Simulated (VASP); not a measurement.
# V (Im-3m) in VASP: further runs, part 2 of 2

VASP 6.6.1. The steps go on from the part before.

### Step 5. Single point, PBE

INCAR

```
SYSTEM = V
PREC = Accurate
ENCUT = 520
EDIFF = 1E-6
ISMEAR = -1
SIGMA = 0.2
LREAL = .False.
LASPH = .True.
NELM = 60
ALGO = Normal
ISIF = 2
LWAVE = .False.
LCHARG = .True.
GGA = PE
LELF = .True.
LVHAR = .True.
NBANDS = 12
```

KPOINTS

```
Automatic mesh
0
Gamma
  15 15 15
  0 0 0
```

POSCAR

```
V
1.0
   -1.4991761207      1.4991761207      1.4991761207
    1.4991761207     -1.4991761207      1.4991761207
    1.4991761207      1.4991761207     -1.4991761207
V
1
Direct
    0.0000000000      0.0000000000      0.0000000000
```

Potentials or basis: VASP PAW PBE potentials, release 64 (V_sv).

The run is started by

```sh
> cat potpaw_PBE.64/V_sv/POTCAR > POTCAR
> mpirun -np 1 vasp_std > vasp.out
```

OUTCAR:

```text
SYSTEM = V
   PREC = Accurate
   ENCUT = 520
   EDIFF = 1E-6
   ISMEAR = -1
   LREAL = .False.
   LASPH = .True.
   NELM = 60
   ISIF = 2
   GGA = PE

 ion  position               nearest neighbor table
   1  0.000  0.000  0.000-

  LATTYP: Found a body centered cubic cell.
 ALAT       =     2.9983522414

  Lattice vectors:

 A1 = (  -1.4991761207,   1.4991761207,   1.4991761207)
 A2 = (   1.4991761207,  -1.4991761207,   1.4991761207)
 A3 = (   1.4991761207,   1.4991761207,  -1.4991761207)

Analysis of symmetry for initial positions (statically):
=====================================================================
 Subroutine PRICEL returns:
 Original cell was already a primitive cell.

 Routine SETGRP: Setting up the symmetry group for a
 body centered cubic supercell.

 Subroutine GETGRP returns: Found 48 space group operations
 (whereof 48 operations were pure point group operations)
 out of a pool of 48 trial point group operations.

The static configuration has the point symmetry O_h .

Analysis of symmetry for dynamics (positions and initial velocities):
=====================================================================
 Subroutine PRICEL returns:
 Original cell was already a primitive cell.

 Routine SETGRP: Setting up the symmetry group for a
 body centered cubic supercell.

 Subroutine GETGRP returns: Found 48 space group operations
 (whereof 48 operations were pure point group operations)
 out of a pool of 48 trial point group operations.

The dynamic configuration has the point symmetry O_h .

 Subroutine INISYM returns: Found 48 space group operations
 (whereof 48 operations are pure point group operations),
 and found     1 'primitive' translations

----------------------------------------------------------------------------------------

                                     Primitive cell
[... 107 lines left out ...]
   IMIX   =      4    mixing-type and parameters
     AMIX     =   0.40;   BMIX     =  1.00
     AMIX_MAG =   1.60;   BMIX_MAG =  1.00
  volume/ion in A,a.u.               =      13.48        90.95
  Fermi-wavevector in a.u.,A,eV,Ry     =   1.617521  3.056672 35.597938  2.616375
  Thomas-Fermi vector in A             =   2.711933
   LORBIT       =      0    0 simple, 1 ext, 2 COOP (PROOUT), +10 PAW based schemes
   GGA     = PE    functional components
   LHFCALC =     F    Hartree Fock is set to
   AEXX    =    0.0000 exact exchange contribution
   IVDW    =     0    specifies the selected vdW correction
   LEPSILON=     F    determine dielectric tensor
   LRPA    =     F    only Hartree local field effects (RPA)
 non-spin polarized calculation
  energy-cutoff  :      520.00
  volume of cell :       13.48
 maximum number of plane-waves:       374
   NGX =  9   NGY =  9   NGZ =  9

 number of electron      12.9999989 magnetization

 Free energy of the ion-electron system (eV)
  ---------------------------------------------------
  ext. energy  EPLUGINS =         0.00000000
  ---------------------------------------------------
  free energy    TOTEN  =        -9.10056292 eV

  energy without entropy =       -8.89917540  energy(sigma->0) =       -8.99986916

 E-fermi :   9.7728     XC(G=0): -12.8996

 val. band max:        9.7494767620   @ k =   0.0667   0.0667   0.0667
 cond. band min:       9.7729728213   @ k =   0.3333   0.1333   0.0000
 fundamental gap:      0.0234960593
 Fermi energy:         9.7728022019

 k-point     1 :       0.0000    0.0000    0.0000
  band No.  band energies     occupation
      1     -54.0006      2.00000
      2     -27.3031      2.00000
      3     -27.3031      2.00000
      4     -27.3031      2.00000
      5       3.1151      2.00000
      6      10.1248      0.29360
      7      10.1248      0.29359
      8      10.1248      0.29359
      9      12.1348      0.00001
     10      12.1348      0.00001
     11      30.1806      0.00000
     12      30.1806      0.00000
[... 331 lines left out ...]
 k-point    24 :       0.4000    0.2000    0.0000
  band No.  band energies     occupation
      1     -53.7879      2.00000
      2     -28.0894      2.00000
      3     -27.7119      2.00000
      4     -27.3925      2.00000
      5       7.4010      1.99999
      6       8.6418      1.99303
      7       9.6255      1.35245
      8      12.0810      0.00002
      9      12.7109      0.00000
     10      16.0942      0.00000
     11      19.7389      0.00000
     12      23.0840      0.00000

 [... further k-points ...]
[... 5 lines left out ...]
  --------------------------------------------------------------------------------------
  -------------------------------------------------------------------------------------
  Total        0.1071236      0.1071236      0.1071236      0.0000000      0.0000000      0.0000000
  in kB       12.7343841     12.7343841     12.7343841      0.0000000      0.0000000      0.0000000
  external PRESSURE =      12.7343841 kB  Pullay stress =       0.0000000 kB

 VOLUME and BASIS-vectors are now :
 -----------------------------------------------------------------------------
  energy-cutoff  :      520.00
  volume of cell :       13.48
      direct lattice vectors                 reciprocal lattice vectors
    -1.499176121  1.499176121  1.499176121     0.000000000  0.333516518  0.333516518
     1.499176121 -1.499176121  1.499176121     0.333516518  0.000000000  0.333516518
     1.499176121  1.499176121 -1.499176121     0.333516518  0.333516518  0.000000000

 POSITION                                       TOTAL-FORCE (eV/Angst)
 -----------------------------------------------------------------------------------
      0.00000      0.00000      0.00000         0.000000      0.000000      0.000000
 -----------------------------------------------------------------------------------
    total drift:                                0.000000     -0.000000      0.000000

  FREE ENERGIE OF THE ION-ELECTRON SYSTEM (eV)
  ---------------------------------------------------
  free  energy   TOTEN  =        -9.1005629169 eV

  energy  without entropy=       -8.8991753961  energy(sigma->0) =       -8.99986916
```

OSZICAR:

```text
N       E                     dE             d eps       ncg     rms          rms(c)
DAV:   1     0.931724851733E+02    0.93172E+02   -0.71295E+03  2888   0.119E+03
DAV:   2    -0.913423627420E+01   -0.10231E+03   -0.99220E+02  2936   0.334E+02
DAV:   3    -0.104638725076E+02   -0.13296E+01   -0.13263E+01  3188   0.444E+01
DAV:   4    -0.104706032494E+02   -0.67307E-02   -0.67306E-02  3088   0.336E+00
DAV:   5    -0.104706835880E+02   -0.80339E-04   -0.80339E-04  3136   0.347E-01    0.182E+01
DAV:   6    -0.912573020761E+01    0.13450E+01   -0.31426E+00  2996   0.292E+01    0.162E+00
DAV:   7    -0.910869515849E+01    0.17035E-01   -0.27209E-02  2984   0.206E+00    0.996E-01
DAV:   8    -0.910050560744E+01    0.81896E-02   -0.46649E-03  3100   0.101E+00    0.648E-02
DAV:   9    -0.910056017205E+01   -0.54565E-04   -0.15925E-04  2944   0.185E-01    0.335E-02
DAV:  10    -0.910056227627E+01   -0.21042E-05   -0.98027E-06  3072   0.458E-02    0.585E-03
DAV:  11    -0.910056291685E+01   -0.64058E-06   -0.81863E-07  1796   0.153E-02
   1 F= -.91005629E+01 E0= -.89998692E+01  d E =-.201388E+00
```

stdout:

```text
POSCAR found type information on POSCAR V
 POSCAR found :  1 types and       1 ions
 scaLAPACK will be used
 LDA part: xc-table for (Slater+PW92), standard interpolation
 POSCAR, INCAR and KPOINTS ok, starting setup
 FFT: planning ... GRIDC
 FFT: planning ... GRID_SOFT
 FFT: planning ... GRID
 WAVECAR not read
 entering main loop
```

Wall time 22 s (1 thread of AMD EPYC 7R43 (Zen 3), shared host); peak memory 0.1 GiB.

Results:

```
Free energy : -9.1006 eV
Pressure    : 1.3 GPa
```

### Step 6. The runs side by side

```csv
smearing,gap on the mesh (eV),pressure (GPa)
fermi-dirac 0.1 eV,none,0.2
fermi-dirac 0.01 eV,none,-0.4
fermi-dirac 0.03 eV,none,-0.3
fermi-dirac 0.2 eV,none,1.3
```

Alike in all rows: task single point; level PBE; potentials or basis VASP PAW PBE potentials, release 64 (V_sv); no spin polarisation; cell as given; k mesh 15 × 15 × 15; cutoff (eV) 520.

Every run on the cell as given and a fine mesh finds a metal.

Absolute energies hang on the potentials; compare differences alone.
